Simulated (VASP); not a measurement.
Input of a VASP 6.6.1 run:

INCAR

```
PREC = Accurate
ENCUT = 1340
EDIFF = 1E-6
ISMEAR = 0
SIGMA = 0.01
LREAL = False
LASPH = True
NELM = 120
ALGO = Normal
ISIF = 2
LWAVE = False
LCHARG = False
GGA = PS
NBANDS = 26
GGA_COMPAT = False
```

File KPOINTS:

```
regular mesh
0
Gamma
  6 6 4
```

File POSCAR:

```
ZnO
1.0
    3.2493080000      0.0000000000      0.0000000000
   -1.6246540000      2.8139830000      0.0000000000
    0.0000000000      0.0000000000      5.2057090000
Zn O
2 2
Direct
    0.3333333333      0.6666666667      0.5000000000
    0.6666666667      0.3333333333      0.0000000000
    0.6666666667      0.3333333333      0.3790100000
    0.3333333333      0.6666666667      0.8790100000
```

Potentials or basis: VASP PAW PBE potentials, release 64 (Zn, O_h).

The run is started by

```bash
$ cat potpaw_PBE.64/Zn/POTCAR potpaw_PBE.64/O_h/POTCAR > POTCAR
$ mpirun -np 1 vasp_std > vasp.out
```

(1) Predict the band gap on the k mesh.

(2) What does it give for the pressure?

(3) What does it give for the largest force?

Answers

(1) 0.69 eV.

(2) -0.7 GPa.

(3) 0.065 eV/Å.

Caveat: semilocal functionals underestimate gaps, and a narrow one can read as zero; the PAW data sets were made with another functional, which shifts forces and pressure a little.

**The experiment to reproduce.**

From “Electronic structure of alkaline earth and post-transition metal oxides”, 2009, arxiv:0908.1581, for a bulk crystal of ZnO: band gap 3.37 eV.

A measured gap of ZnO is 3.37 eV (quoted in “Electronic structure of alkaline earth and post-transition metal oxides”, 2009, arxiv:0908.1581); the calculated 0.69 eV misses it by -2.68 eV. So large a miss can be the level of theory's own, or it may mean another phase, state or a wrong row. The value is that of PBEsol, without temperature or zero-point motion. Semilocal functionals fall short of measured gaps as a rule.
